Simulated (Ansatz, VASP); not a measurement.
# One calculation of BaS, two programs

Contents of INCAR:

```
  ALGO = Normal
  EDIFF = 1E-6
  ENCUT = 520
  GGA = PE
  ISIF = 2
  ISMEAR = 0
  LASPH = True
  LCHARG = False
  LREAL = False
  LWAVE = False
  NBANDS = 15
  NELM = 60
  PREC = Accurate
  SIGMA = 0.01
```

The input KPOINTS:

```
k-points
0
Gamma
  6 6 6
```

File POSCAR:

```
BaS
1.0
    3.8337582654      0.0000000000      0.0000000000
    0.0000000000      3.8337582654      0.0000000000
    0.0000000000      0.0000000000      3.8337582654
Ba S
1 1
Direct
    0.0000000000      0.0000000000      0.0000000000
    0.5000000000      0.5000000000      0.5000000000
```

Input for Ansatz:

```yaml
crystal:
  lattice:
    - [3.8337582654, 0.0, 0.0]
    - [0.0, 3.8337582654, 0.0]
    - [0.0, 0.0, 3.8337582654]
  atoms:
    - { symbol: Ba, position: [0.0, 0.0, 0.0] }
    - { symbol: S, position: [0.5, 0.5, 0.5] }
kpoints:
  mp_grid: { grid: [6, 6, 6] }
hamiltonian:
  xc: pbe
scf:
  occupations: { method: fixed }
output:
  optics:
    e_range: [0, 13]
    de: 0.05
    sigma: 0.1
    bands: { spectra_wanted_up_to: 13 }
```

Alike in both runs: task single point; functional PBE; k mesh 6 × 6 × 6; no spin polarisation.

|  | VASP | Ansatz |
| --- | --- | --- |
| version | VASP 6.6.1 | Ansatz 0.2.0 |
| potentials or method | VASP PAW PBE potentials, release 64 (Ba_sv, S) | plane waves, PAW |
| plane-wave cutoff (eV) | 520 | 420 |
| occupations | gaussian, width 0.01 eV | fixed |
| valence electrons in the cell | 16 | 16 |

Ansatz gave:

| Quantity | Value |
| --- | --- |
| gap on the k mesh at the Fermi level (eV) | 1.56 |

Question: What did VASP give for the same quantities?

Answer: gap on the k mesh at the Fermi level (eV): 1.43.

Neither program's run includes spin-orbit coupling.
